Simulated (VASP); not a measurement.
# Re (P6_3/mmc) in VASP: a series of runs

Runs on Re. Level: LDA. Tasks: single point.

Program: VASP 6.6.1. These are calculated values, not measurements. Logs are shortened: lines on timing, memory, paths and dates and some standing lists are left out, and cuts for length are marked.

## (1) The cell of the first run

Symmetry: P6_3/mmc, No. 194, hexagonal system. The conventional cell has a = 2.623 Å, b = 2.623 Å, c = 4.233 Å, α = 90.00°, β = 90.00°, γ = 120.00°. Re (site symmetry -6m2) has 12 Re at 2.60 to 2.62 Å within 3.4 Å.

## (2) Single point, LDA (12.61 Å³/atom)

File INCAR:

```
ALGO = Normal
EDIFF = 1E-7
ENCUT = 520
GGA = CA
ISIF = 2
ISMEAR = -1
LASPH = True
LCHARG = False
LREAL = False
LWAVE = False
NBANDS = 14
NELM = 80
PREC = Accurate
SIGMA = 0.08
```

File KPOINTS:

```
k-points
0
Gamma
  18 18 10
```

File POSCAR:

```
Re
1.0
    2.6233866484      0.0000000000      0.0000000000
   -1.3116933242      2.2719194815      0.0000000000
    0.0000000000      0.0000000000      4.2329553620
Re
2
Direct
    0.3333333333      0.6666666667      0.2500000000
    0.6666666667      0.3333333333      0.7500000000
```

Potentials or basis: VASP PAW LDA potentials, release 64 (Re).

Command:

```console
$ cat potpaw_LDA.64/Re/POTCAR > POTCAR
$ mpirun -np 1 vasp_std > vasp.out
```

OUTCAR:

```text
EDIFF = 1E-7
   ENCUT = 520
   GGA = CA
   ISIF = 2
   ISMEAR = -1
   LASPH = True
   LREAL = False
   NELM = 80
   PREC = Accurate

 ion  position               nearest neighbor table
   1  0.333  0.667  0.250-   2 2.60   2 2.60   2 2.60   2 2.60   2 2.60   2 2.60
   2  0.667  0.333  0.750-   1 2.60   1 2.60   1 2.60   1 2.60   1 2.60   1 2.60

  LATTYP: Found a hexagonal cell.
 ALAT       =     2.6233866484
 C/A-ratio  =     1.6135461254

  Lattice vectors:

 A1 = (   2.6233866484,   0.0000000000,   0.0000000000)
 A2 = (  -1.3116933242,   2.2719194815,   0.0000000000)
 A3 = (   0.0000000000,   0.0000000000,   4.2329553620)

Analysis of symmetry for initial positions (statically):
=====================================================================
 Subroutine PRICEL returns:
 Original cell was already a primitive cell.

 Routine SETGRP: Setting up the symmetry group for a
 hexagonal supercell.

 Subroutine GETGRP returns: Found 24 space group operations
 (whereof 12 operations were pure point group operations)
 out of a pool of 24 trial point group operations.

The static configuration has the point symmetry D_3d.
 The point group associated with its full space group is D_6h.

Analysis of symmetry for dynamics (positions and initial velocities):
=====================================================================
 Subroutine PRICEL returns:
 Original cell was already a primitive cell.

 Routine SETGRP: Setting up the symmetry group for a
 hexagonal supercell.

 Subroutine GETGRP returns: Found 24 space group operations
 (whereof 12 operations were pure point group operations)
 out of a pool of 24 trial point group operations.

The dynamic configuration has the point symmetry D_3d.
 The point group associated with its full space group is D_6h.

 Subroutine INISYM returns: Found 24 space group operations
 (whereof 12 operations are pure point group operations),
 and found     1 'primitive' translations

----------------------------------------------------------------------------------------

                                     Primitive cell

  volume of cell :      25.2289

  direct lattice vectors                    reciprocal lattice vectors
     2.623386648  0.000000000  0.000000000     0.381186662  0.220078222  0.000000000
    -1.311693324  2.271919481  0.000000000     0.000000000  0.440156444  0.000000000
     0.000000000  0.000000000  4.232955362     0.000000000  0.000000000  0.236241565

  length of vectors
     2.623386648  2.623386648  4.232955362     0.440156444  0.440156444  0.236241565

  position of ions in fractional coordinates (direct lattice)
     0.333333333  0.666666667  0.250000000
     0.666666667  0.333333333  0.750000000

  ion indices of the primitive-cell ions
   primitive index   ion index
                 1           1
                 2           2

----------------------------------------------------------------------------------------

 KPOINTS: k-points

Automatic generation of k-mesh.
 Grid dimensions read from file:
 generate k-points for:   18   18   10

 Generating k-lattice:

  Cartesian coordinates                     Fractional coordinates (reciprocal lattice)
     0.021177037  0.012226568  0.000000000     0.055555556  0.000000000  0.000000000
     0.000000000  0.024453136  0.000000000     0.000000000  0.055555556  0.000000000
     0.000000000  0.000000000  0.023624157     0.000000000  0.000000000  0.100000000

  Length of vectors
     0.024453136  0.024453136  0.023624157

  Shift w.r.t. Gamma in fractional coordinates (k-lattice)
     0.000000000  0.000000000  0.000000000

 Subroutine IBZKPT returns following result:
 ===========================================

 Found    222 irreducible k-points:

 Following reciprocal coordinates:
            Coordinates               Weight
  0.000000  0.000000  0.000000      1.000000
  0.055556 -0.000000  0.000000      6.000000
  0.111111 -0.000000  0.000000      6.000000
  0.166667  0.000000  0.000000      6.000000
  0.222222  0.000000  0.000000      6.000000
  0.277778 -0.000000  0.000000      6.000000
[... 16 lines left out ...]
  0.333333  0.111111  0.000000     12.000000
  0.388889  0.111111  0.000000     12.000000
 [... further k-points ...]
   k-points           NKPTS =    222   k-points in BZ     NKDIM =    222   number of bands    NBANDS=     14
   number of dos      NEDOS =    301   number of ions     NIONS =      2
   total plane-waves  NPLWV =  12800
   dimension x,y,z NGX =    20 NGY =   20 NGZ =   32
   dimension x,y,z NGXF=    40 NGYF=   40 NGZF=   64
   ions per type =               2
   NGX,Y,Z   is equivalent  to a cutoff of  12.67, 12.67, 12.57 a.u.
   NGXF,Y,Z  is equivalent  to a cutoff of  25.35, 25.35, 25.14 a.u.
 SYSTEM =  unknown system
   PREC   = accura    normal or accurate (medium, high low for compatibility)
   ISTART =      0    job   : 0-new  1-cont  2-samecut
   ICHARG =      2    charge: 1-file 2-atom 10-const
   ISPIN  =      1    spin polarized calculation?
   LNONCOLLINEAR =      F non collinear calculations
   LSORBIT =      F    spin-orbit coupling
   LASPH  =      T    aspherical Exc in radial PAW
   ENCUT  =  520.0 eV  38.22 Ry    6.18 a.u.   4.88  4.88  7.87*2*pi/ulx,y,z
   NELM   =     80;   NELMIN=  2; NELMDL= -5     # of ELM steps
   EDIFF  = 0.1E-06   stopping-criterion for ELM
   LREAL  =      F    real-space projection
   EDIFFG = 0.1E-05   stopping-criterion for IOM
   NSW    =      0    number of steps for IOM
   IBRION =     -1    ionic relax: 0-MD 1-quasi-New 2-CG
   NFREE  =      0    steps in history (QN), initial steepest desc. (CG)
   ISIF   =      2    stress and relaxation
   ISYM   =      2    0-nonsym 1-usesym 2-fastsym
   POTIM  = 0.5000    time-step for ionic-motion
   TEBEG  =    0.0;   TEEND  =   0.0 temperature during run
   PSTRESS=    0.0 pullay stress
   NELECT =      14.0000    total number of electrons
   NUPDOWN=      -1.0000    fix difference up-down
   EMIN   =  10.00;   EMAX   =-10.00  energy-range for DOS
   EFERMI =   0.00;   METHOD = LEGACY
   ISMEAR =    -1;   SIGMA  =   0.08  broadening in eV -4-tet -1-fermi 0-gaus
   EFERMI_NEDOS =   21; number of points for ismear=-14 and -15
   IALGO  =     38    algorithm
   IMIX   =      4    mixing-type and parameters
     AMIX     =   0.40;   BMIX     =  1.00
     AMIX_MAG =   1.60;   BMIX_MAG =  1.00
  volume/ion in A,a.u.               =      12.61        85.13
  Fermi-wavevector in a.u.,A,eV,Ry     =   1.345296  2.542241 24.624116  1.809821
  Thomas-Fermi vector in A             =   2.473220
   LORBIT       =      0    0 simple, 1 ext, 2 COOP (PROOUT), +10 PAW based schemes
   GGA     = CA    functional components
   LHFCALC =     F    Hartree Fock is set to
   AEXX    =    0.0000 exact exchange contribution
   IVDW    =     0    specifies the selected vdW correction
   LEPSILON=     F    determine dielectric tensor
   LRPA    =     F    only Hartree local field effects (RPA)
 non-spin polarized calculation
  energy-cutoff  :      520.00
  volume of cell :       25.23
 maximum number of plane-waves:       699
 NGX is ok and might be reduce to    20
   NGX =  9   NGY =  9   NGZ = 15

 number of electron      14.0000000 magnetization

 Free energy of the ion-electron system (eV)
  ---------------------------------------------------
  ext. energy  EPLUGINS =         0.00000000
  ---------------------------------------------------
  free energy    TOTEN  =       -26.83009099 eV

  energy without entropy =      -26.80080627  energy(sigma->0) =      -26.81544863

 E-fermi :   9.9355     XC(G=0): -14.6852

 val. band max:        9.9308278178   @ k =   0.0556   0.0556   0.1000
 cond. band min:       9.9458538297   @ k =   0.3889   0.2222   0.3000
 fundamental gap:      0.0150260120
 Fermi energy:         9.9354568335

 k-point     1 :       0.0000    0.0000    0.0000
  band No.  band energies     occupation
      1      -0.9123      2.00000
      2       2.0906      2.00000
      3       7.8389      2.00000
      4       7.8389      2.00000
      5       7.8763      2.00000
      6       8.9133      1.99999
      7       8.9133      1.99999
      8      10.0577      0.35645
      9      10.0577      0.35645
     10      11.1600      0.00000
     11      14.0183      0.00000
     12      14.0183      0.00000
     13      22.1131      0.00000
     14      24.2645      0.00000

 k-point     2 :       0.0556   -0.0000    0.0000
  band No.  band energies     occupation
      1      -0.7585      2.00000
      2       2.2360      2.00000
      3       7.3951      2.00000
      4       7.9822      2.00000
      5       8.2651      2.00000
      6       8.7975      2.00000
      7       9.0503      1.99997
      8       9.8014      1.68453
      9       9.9284      1.04402
     10      10.6257      0.00036
     11      14.1153      0.00000
     12      14.8003      0.00000
     13      22.1520      0.00000
     14      24.6235      0.00000

 k-point     3 :       0.1111   -0.0000    0.0000
  band No.  band energies     occupation
      1      -0.3138      2.00000
      2       2.6401      2.00000
      3       6.8637      2.00000
      4       8.4075      2.00000
      5       8.4259      2.00000
      6       8.7738      2.00000
      7       8.8136      2.00000
      8       9.4557      1.99504
      9       9.5921      1.97302
     10      10.1098      0.20318
     11      14.3559      0.00000
     12      16.2954      0.00000
     13      22.1866      0.00000
     14      25.6334      0.00000
[... 324 lines left out ...]
 k-point    23 :       0.3333    0.1111    0.0000
  band No.  band energies     occupation
      1       3.2868      2.00000
      2       3.5354      2.00000
      3       3.9115      2.00000
      4       6.9571      2.00000
      5       7.2800      2.00000
      6       8.5878      2.00000
      7       8.7907      2.00000
      8      12.7085      0.00000
      9      13.9972      0.00000
     10      15.0188      0.00000
     11      15.7687      0.00000
     12      21.4274      0.00000
     13      22.2106      0.00000
     14      24.0757      0.00000

 k-point    24 :       0.3889    0.1111    0.0000
  band No.  band energies     occupation
      1       3.1262      2.00000
      2       3.5657      2.00000
      3       3.6046      2.00000
      4       7.2412      2.00000
      5       7.5655      2.00000
      6       8.3214      2.00000
      7       9.2072      1.99978
      8      13.8914      0.00000
      9      14.6309      0.00000
     10      15.0470      0.00000
     11      17.0242      0.00000
     12      20.2721      0.00000
     13      22.0211      0.00000
     14      22.7750      0.00000

 [... further k-points ...]
[... 5 lines left out ...]
  --------------------------------------------------------------------------------------
  -------------------------------------------------------------------------------------
  Total       11.4138598     11.4138598     11.3848184      0.0000000      0.0000000      0.0000000
  in kB      724.8434004    724.8434005    722.9991058      0.0000000      0.0000000      0.0000000
  external PRESSURE =     724.2286356 kB  Pullay stress =       0.0000000 kB

 VOLUME and BASIS-vectors are now :
 -----------------------------------------------------------------------------
  energy-cutoff  :      520.00
  volume of cell :       25.23
      direct lattice vectors                 reciprocal lattice vectors
     2.623386648  0.000000000  0.000000000     0.381186662  0.220078222  0.000000000
    -1.311693324  2.271919481  0.000000000     0.000000000  0.440156444  0.000000000
     0.000000000  0.000000000  4.232955362     0.000000000  0.000000000  0.236241565

 POSITION                                       TOTAL-FORCE (eV/Angst)
 -----------------------------------------------------------------------------------
     -0.00000      1.51461      1.05824         0.000000      0.000000      0.000000
      1.31169      0.75731      3.17472        -0.000000     -0.000000      0.000000
 -----------------------------------------------------------------------------------
    total drift:                                0.000000     -0.000000     -0.000000

  FREE ENERGIE OF THE ION-ELECTRON SYSTEM (eV)
  ---------------------------------------------------
  free  energy   TOTEN  =       -26.8300909907 eV

  energy  without entropy=      -26.8008062708  energy(sigma->0) =      -26.81544863
```

It took 37 s on 1 thread of Intel Xeon Platinum 8488C (Sapphire Rapids), shared host; peak memory 0.18 GiB.

Results:

```
Free energy            : -26.8301 eV
Pressure               : 72.4 GPa
Band gap on the k mesh : zero (bands 7 and 8 overlap by 4.42 eV)
```

Caveat: the cell stands under pressure; spin-orbit coupling is left out, which moves the levels of the heavy elements.

## (3) Single point, LDA

This run uses another cell than the first one, of 14.33 Å³/atom.

File INCAR:

```
PREC = Accurate
ENCUT = 520
EDIFF = 1E-6
ISMEAR = -1
SIGMA = 0.08
LREAL = F
LASPH = T
NELM = 100
ALGO = Normal
ISIF = 2
LWAVE = F
LCHARG = F
NBANDS = 14
```

File KPOINTS:

```
regular mesh
0
Gamma
  18 18 10
```

File POSCAR:

```
Re
1.0
    2.7382434723      0.0000000000      0.0000000000
   -1.3691217361      2.3713884087      0.0000000000
    0.0000000000      0.0000000000      4.4151097361
Re
2
Direct
    0.3333333333      0.6666666667      0.2500000000
    0.6666666667      0.3333333333      0.7500000000
```

Potentials or basis: VASP PAW LDA potentials, release 64 (Re).

Command:

```console
$ cat potpaw_LDA.64/Re/POTCAR > POTCAR
$ mpirun -np 1 vasp_std > vasp.out
```

Run time: 38 s. Hardware: 1 thread of Intel Xeon Platinum 8488C (Sapphire Rapids), shared host; peak memory 0.18 GiB.

Results (log left out):

* Free energy: -27.5449 eV
* Pressure: 1.5 GPa
* Band gap on the k mesh: zero (bands 7 and 8 overlap by 3.46 eV)

Stress tensor (GPa, compression positive):
```
1.61 0.00 0.00
0.00 1.61 0.00
0.00 0.00 1.43
```

Levels at points of the mesh, in eV from the Fermi level:
| k point | band 4 | band 5 | band 6 | band 7 | band 8 | band 9 | band 10 | band 11 |
| --- | --- | --- | --- | --- | --- | --- | --- | --- |
| (0.00, 0.00, 0.00) | -1.67 | -1.65 | -0.80 | -0.80 | 0.15 | 0.15 | 0.83 | 3.47 |
| (0.50, 0.00, 0.00) | -2.05 | -1.67 | -1.38 | -0.60 | 4.10 | 4.55 | 4.67 | 6.32 |
| (0.00, 0.00, 0.50) | -2.43 | -1.81 | -1.81 | -1.81 | -1.81 | 2.63 | 2.63 | 2.63 |
| (0.50, 0.00, 0.50) | -4.25 | 0.38 | 0.38 | 1.07 | 1.07 | 4.43 | 4.43 | 4.99 |

Caveat: spin-orbit coupling is left out, which moves the levels of the heavy elements.
